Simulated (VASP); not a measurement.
# Al4N3 (P-43m) in VASP: notebook, part 2 of 4

VASP 6.6.1. Earlier steps stand in the parts before.

## (3) Relaxation of cell and atoms, PBE

This run uses another cell than the first one, of 12.67 Å³/atom, 1.056 times its volume.

Input file INCAR:

```
SYSTEM = Al4N3
  PREC = Accurate
  ENCUT = 600
  EDIFF = 1E-6
  ISMEAR = 0
  SIGMA = 0.2
  LREAL = .False.
  LASPH = .True.
  NELM = 100
  ALGO = Normal
  ISIF = 3
  LWAVE = .False.
  LCHARG = .False.
  GGA = PE
  IBRION = 2
  NSW = 36
  EDIFFG = -0.08
```

Input file KPOINTS:

```
regular mesh
0
Gamma
  4 4 4
  0 0 0
```

Input file POSCAR:

```
Al4N3
1.0
    4.4600000000      0.0000000000      0.0000000000
    0.0000000000      4.4600000000      0.0000000000
    0.0000000000      0.0000000000      4.4600000000
Al N
4 3
Direct
    0.7550000000      0.7550000000      0.2450000000
    0.2450000000      0.2450000000      0.2450000000
    0.7550000000      0.2450000000      0.7550000000
    0.2450000000      0.7550000000      0.7550000000
    0.5000000000      0.0000000000      0.5000000000
    0.0000000000      0.5000000000      0.5000000000
    0.5000000000      0.5000000000      0.0000000000
```

Potentials or basis: VASP PAW PBE potentials, release 64 (Al, N).

Started as:

```console
> cat potpaw_PBE.64/Al/POTCAR potpaw_PBE.64/N/POTCAR > POTCAR
> mpirun -np 1 vasp_std > vasp.out
```

OUTCAR:

```text
SYSTEM = Al4N3
   PREC = Accurate
   ENCUT = 600
   EDIFF = 1E-6
   ISMEAR = 0
   LREAL = .False.
   LASPH = .True.
   NELM = 100
   ISIF = 3
   GGA = PE
   IBRION = 2
   NSW = 36
   EDIFFG = -0.08

 ion  position               nearest neighbor table
   1  0.755  0.755  0.245-   5 1.94   6 1.94   7 1.94   2 3.09   3 3.09   4 3.09   3 3.15   4 3.15
                             2 3.15   3 3.15   2 3.15   4 3.15   3 3.22   4 3.22   2 3.22
   2  0.245  0.245  0.245-   5 1.94   6 1.94   7 1.94   1 3.09   3 3.09   4 3.09   1 3.15   3 3.15
                             1 3.15   4 3.15   3 3.15   4 3.15   3 3.22   4 3.22   1 3.22
   3  0.755  0.245  0.755-   5 1.94   6 1.94   7 1.94   1 3.09   2 3.09   4 3.09   1 3.15   4 3.15
                             1 3.15   2 3.15   2 3.15   4 3.15   1 3.22   4 3.22   2 3.22
   4  0.245  0.755  0.755-   5 1.94   6 1.94   7 1.94   1 3.09   2 3.09   3 3.09   1 3.15   3 3.15
                             1 3.15   2 3.15   2 3.15   3 3.15   1 3.22   3 3.22   2 3.22
   5  0.500  0.000  0.500-   1 1.94   2 1.94   3 1.94   4 1.94
   6  0.000  0.500  0.500-   1 1.94   2 1.94   3 1.94   4 1.94
   7  0.500  0.500  0.000-   1 1.94   2 1.94   3 1.94   4 1.94

  LATTYP: Found a simple cubic cell.
 ALAT       =     4.4600000000

  Lattice vectors:

 A1 = (   4.4600000000,   0.0000000000,   0.0000000000)
 A2 = (   0.0000000000,   4.4600000000,   0.0000000000)
 A3 = (   0.0000000000,   0.0000000000,   4.4600000000)

Analysis of symmetry for initial positions (statically):
=====================================================================
 Subroutine PRICEL returns:
 Original cell was already a primitive cell.

 Routine SETGRP: Setting up the symmetry group for a
 simple cubic supercell.

 Subroutine GETGRP returns: Found 24 space group operations
 (whereof 24 operations were pure point group operations)
 out of a pool of 48 trial point group operations.

The static configuration has the point symmetry T_d .

Analysis of symmetry for dynamics (positions and initial velocities):
=====================================================================
 Subroutine PRICEL returns:
 Original cell was already a primitive cell.

 Routine SETGRP: Setting up the symmetry group for a
 simple cubic supercell.

[... 113 lines left out ...]
   EFERMI =   0.00;   METHOD = LEGACY
   ISMEAR =     0;   SIGMA  =   0.20  broadening in eV -4-tet -1-fermi 0-gaus
   EFERMI_NEDOS =   21; number of points for ismear=-14 and -15
   IALGO  =     38    algorithm
   IMIX   =      4    mixing-type and parameters
     AMIX     =   0.40;   BMIX     =  1.00
     AMIX_MAG =   1.60;   BMIX_MAG =  1.00
  volume/ion in A,a.u.               =      12.67        85.53
  Fermi-wavevector in a.u.,A,eV,Ry     =   1.101187  2.080942 16.498610  1.212614
  Thomas-Fermi vector in A             =   2.237611
   LORBIT       =      0    0 simple, 1 ext, 2 COOP (PROOUT), +10 PAW based schemes
   GGA     = PE    functional components
   LHFCALC =     F    Hartree Fock is set to
   AEXX    =    0.0000 exact exchange contribution
   IVDW    =     0    specifies the selected vdW correction
   LEPSILON=     F    determine dielectric tensor
   LRPA    =     F    only Hartree local field effects (RPA)
 conjugate gradient relaxation of ions
 non-spin polarized calculation
 Gauss-broadening in eV      SIGMA  =   0.20
  energy-cutoff  :      600.00
  volume of cell :       88.72
 maximum number of plane-waves:      3016
 NGX is ok and might be reduce to    36
   NGX = 17   NGY = 17   NGZ = 17

--------------------------------------- Ionic step        1  -------------------------------------------

 number of electron      27.0000004 magnetization

 Free energy of the ion-electron system (eV)
  ---------------------------------------------------
  ext. energy  EPLUGINS =         0.00000000
  ---------------------------------------------------
  free energy    TOTEN  =       -45.96389879 eV

  energy without entropy =      -45.94142005  energy(sigma->0) =      -45.95265942

------------------------ aborting loop because EDIFF is reached ----------------------------------------

  FORCE on cell =-STRESS in cart. coord.  units (eV):
  Direction    XX          YY          ZZ          XY          YZ          ZX
  --------------------------------------------------------------------------------------
  -------------------------------------------------------------------------------------
  Total       -4.4901709     -4.4901709     -4.4901709     -0.0000000      0.0000000     -0.0000000
  in kB      -81.0902937    -81.0902937    -81.0902937     -0.0000000      0.0000000     -0.0000000
  external PRESSURE =     -81.0902937 kB  Pullay stress =       0.0000000 kB
[... 69 lines left out ...]
--------------------------------------- Ionic step        3  -------------------------------------------

 number of electron      26.9999995 magnetization

 Free energy of the ion-electron system (eV)
  ---------------------------------------------------
  ext. energy  EPLUGINS =         0.00000000
  ---------------------------------------------------
  free energy    TOTEN  =       -46.10263432 eV

  energy without entropy =      -46.08277596  energy(sigma->0) =      -46.09270514

 E-fermi :   8.5703     XC(G=0): -10.5532

 val. band max:        8.5279626760   @ k =   0.0000   0.0000   0.0000
 cond. band min:       8.7515928962   @ k =   0.5000   0.2500   0.2500
 fundamental gap:      0.2236302202
 Fermi energy:         8.5702909146

 k-point     1 :       0.0000    0.0000    0.0000
  band No.  band energies     occupation
      1      -9.2632      2.00000
      2      -7.0978      2.00000
      3      -7.0978      2.00000
      4       0.8481      2.00000
      5       0.8481      2.00000
      6       0.8481      2.00000
[... 223 lines left out ...]
  FREE ENERGIE OF THE ION-ELECTRON SYSTEM (eV)
  ---------------------------------------------------
  free  energy   TOTEN  =       -46.1026343169 eV

  energy  without entropy=      -46.0827759559  energy(sigma->0) =      -46.09270514

 reached required accuracy - stopping structural energy minimisation
```

Wall time 16 s (1 thread of Intel Xeon 6975P-C (Granite Rapids), shared host); peak memory 0.2 GiB.

Results:

```yaml
Free_energy: -46.1026 eV
Relaxed_volume: 12.02 Å³/atom
Relaxed_cell: a = 4.382 Å, b = 4.382 Å, c = 4.382 Å, α = 90.00°, β = 90.00°, γ = 90.00°
Space_group_after_relaxing_to_0.05_Å: P-43m (No. 215)
Energy_gained_by_relaxing: 19.8 meV/atom
Ionic_steps: 3
Pressure_after_relaxing: -0.2 GPa
Largest_force_after_relaxing: 0.069 eV/Å
```

Forces on the atoms (eV/Å):
```
Al   0.040  0.040 -0.040
Al  -0.040 -0.040 -0.040
Al   0.040 -0.040  0.040
Al  -0.040  0.040  0.040
N    0.000  0.000  0.000
N    0.000  0.000  0.000
N    0.000  0.000  0.000
```

Step by step:
| step | energy change (eV) | largest force (eV/Å) | pressure (GPa) | volume (Å³) |
| --- | --- | --- | --- | --- |
| 1 | 0.0000 | 0.5410 | -8.11 | 88.72 |
| 2 | -0.0513 | 0.5954 | 7.34 | 80.73 |
| 3 | -0.1387 | 0.0685 | -0.19 | 84.12 |

Final structure:
```
Al N
1.0
     4.38165    0.00000    0.00000
     0.00000    4.38165    0.00000
     0.00000    0.00000    4.38165
Al N
4 3
Direct
  0.75313 0.75313 0.24687
  0.24687 0.24687 0.24687
  0.75313 0.24687 0.75313
  0.24687 0.75313 0.75313
  0.50000 0.00000 0.50000
  0.00000 0.50000 0.50000
  0.50000 0.50000 0.00000
```

Caveat: the relaxation stopped at a loose force limit of 0.08 eV/Å, so its end isn't a converged minimum.

## (4) Single point, PBE

Input file INCAR:

```
SYSTEM = Al4N3
  PREC = Accurate
  ENCUT = 520
  EDIFF = 1E-6
  ISMEAR = 0
  SIGMA = 0.1
  LREAL = .FALSE.
  LASPH = .TRUE.
  NELM = 100
  ALGO = Normal
  ISIF = 2
  LWAVE = .FALSE.
  LCHARG = .TRUE.
  GGA = PE
  LELF = .TRUE.
  LVHAR = .TRUE.
  NBANDS = 22
```

Input file KPOINTS:

```
Automatic mesh
0
G
  8 8 8
  0 0 0
```

Input file POSCAR:

```
Al4N3
1.0
    4.3815944076      0.0000000000      0.0000000000
    0.0000000000      4.3815944076      0.0000000000
    0.0000000000      0.0000000000      4.3815944076
Al N
4 3
Direct
    0.7535982715      0.7535982715      0.2464017285
    0.2464017285      0.2464017285      0.2464017285
    0.7535982715      0.2464017285      0.7535982715
    0.2464017285      0.7535982715      0.7535982715
    0.5000000000      0.0000000000      0.5000000000
    0.0000000000      0.5000000000      0.5000000000
    0.5000000000      0.5000000000      0.0000000000
```

Potentials or basis: VASP PAW PBE potentials, release 64 (Al, N).

Started as:

```console
> cat potpaw_PBE.64/Al/POTCAR potpaw_PBE.64/N/POTCAR > POTCAR
> mpirun -np 1 vasp_std > vasp.out
```

OUTCAR:

```text
SYSTEM = Al4N3
   PREC = Accurate
   ENCUT = 520
   EDIFF = 1E-6
   ISMEAR = 0
   LREAL = .FALSE.
   LASPH = .TRUE.
   NELM = 100
   ISIF = 2
   GGA = PE

 ion  position               nearest neighbor table
   1  0.754  0.754  0.246-   5 1.91   6 1.91   7 1.91   2 3.05   3 3.05   4 3.05   3 3.10   4 3.10
                             2 3.10   3 3.10   2 3.10   4 3.10   3 3.14   4 3.14   2 3.14
   2  0.246  0.246  0.246-   5 1.91   6 1.91   7 1.91   1 3.05   3 3.05   4 3.05   1 3.10   3 3.10
                             1 3.10   4 3.10   3 3.10   4 3.10   3 3.14   4 3.14   1 3.14
   3  0.754  0.246  0.754-   5 1.91   6 1.91   7 1.91   1 3.05   2 3.05   4 3.05   1 3.10   4 3.10
[... 816 lines left out ...]
  Total       -0.1119162     -0.1119162     -0.1119162      0.0000000      0.0000000     -0.0000000
  in kB       -2.1316066     -2.1316066     -2.1316066      0.0000000      0.0000000     -0.0000000
  external PRESSURE =      -2.1316066 kB  Pullay stress =       0.0000000 kB

 VOLUME and BASIS-vectors are now :
 -----------------------------------------------------------------------------
  energy-cutoff  :      520.00
  volume of cell :       84.12
      direct lattice vectors                 reciprocal lattice vectors
     4.381594408  0.000000000  0.000000000     0.228227423  0.000000000  0.000000000
     0.000000000  4.381594408  0.000000000     0.000000000  0.228227423  0.000000000
     0.000000000  0.000000000  4.381594408     0.000000000  0.000000000  0.228227423

 POSITION                                       TOTAL-FORCE (eV/Angst)
 -----------------------------------------------------------------------------------
      3.30196      3.30196      1.07963        -0.001403     -0.001403      0.001403
      1.07963      1.07963      1.07963         0.001403      0.001403      0.001403
      3.30196      1.07963      3.30196        -0.001403      0.001403     -0.001403
      1.07963      3.30196      3.30196         0.001403     -0.001403     -0.001403
      2.19080      0.00000      2.19080        -0.000000      0.000000     -0.000000
      0.00000      2.19080      2.19080         0.000000      0.000000      0.000000
      2.19080      2.19080      0.00000         0.000000      0.000000      0.000000
 -----------------------------------------------------------------------------------
    total drift:                                0.000000      0.000000      0.000000

  FREE ENERGIE OF THE ION-ELECTRON SYSTEM (eV)
  ---------------------------------------------------
  free  energy   TOTEN  =       -46.0905908144 eV

  energy  without entropy=      -46.0820196768  energy(sigma->0) =      -46.08630525
```

stdout:

```text
POSCAR found type information on POSCAR AlN
 POSCAR found :  2 types and       7 ions
 scaLAPACK will be used
 LDA part: xc-table for (Slater+PW92), standard interpolation
 POSCAR, INCAR and KPOINTS ok, starting setup
 FFT: planning ... GRIDC
 FFT: planning ... GRID_SOFT
 FFT: planning ... GRID
 WAVECAR not read
 entering main loop
```

Wall time 25 s (1 thread of Intel Xeon 6975P-C (Granite Rapids), shared host); peak memory 0.21 GiB.

What came out:

| Property | Result |
| --- | --- |
| Free energy | -46.0906 eV |
| Pressure | -0.2 GPa |

Forces in eV/Å, atoms in the order of the input:
```
Al  -0.001 -0.001  0.001
Al   0.001  0.001  0.001
Al  -0.001  0.001 -0.001
Al   0.001 -0.001 -0.001
N    0.000  0.000  0.000
N    0.000  0.000  0.000
N    0.000  0.000  0.000
```

(Continued in part 3 of 4.)
